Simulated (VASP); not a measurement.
HfN: single point with PBE

HfN:

```
Hf N
1.0
     0.00000    2.24384    2.24384
     2.24384    0.00000    2.24384
     2.24384    2.24384    0.00000
Hf N
1 1
Direct
  0.00000 0.00000 0.00000
  0.50000 0.50000 0.50000
```

This cell differs from its parent crystal: volume scaled by 0.98, then relaxed in part.

```yaml
Program: VASP 6.6.1
Task: single point
Functional: PBE
Potentials_or_basis: VASP PAW PBE potentials, release 64 (Hf_pv, N)
Cutoff: 520 eV
k_mesh: 18 × 18 × 18
Occupations: fermi-dirac, width 0.05 eV
Spin: no spin polarisation
```

- Pressure: 9.0 GPa

Levels at points of the mesh, in eV from the Fermi level:
| k point | band 6 | band 7 | band 8 | band 9 | band 10 | band 11 |
| --- | --- | --- | --- | --- | --- | --- |
| (0.00, 0.00, 0.00) | -3.05 | -3.05 | -0.35 | -0.35 | -0.35 | 2.00 |
| (0.50, 0.00, 0.00) | -6.28 | -6.28 | 3.38 | 3.81 | 3.81 | 4.54 |
| (0.50, 0.50, 0.00) | -3.90 | -3.70 | -3.70 | 4.21 | 5.69 | 5.69 |

Wall time 16 s on 1 thread of Intel(R) Xeon(R) 6975P-C (Granite Rapids), with other jobs on the host, peak memory 0.18 GiB.

Caveat: spin-orbit coupling is left out, which moves the levels of the heavy elements.
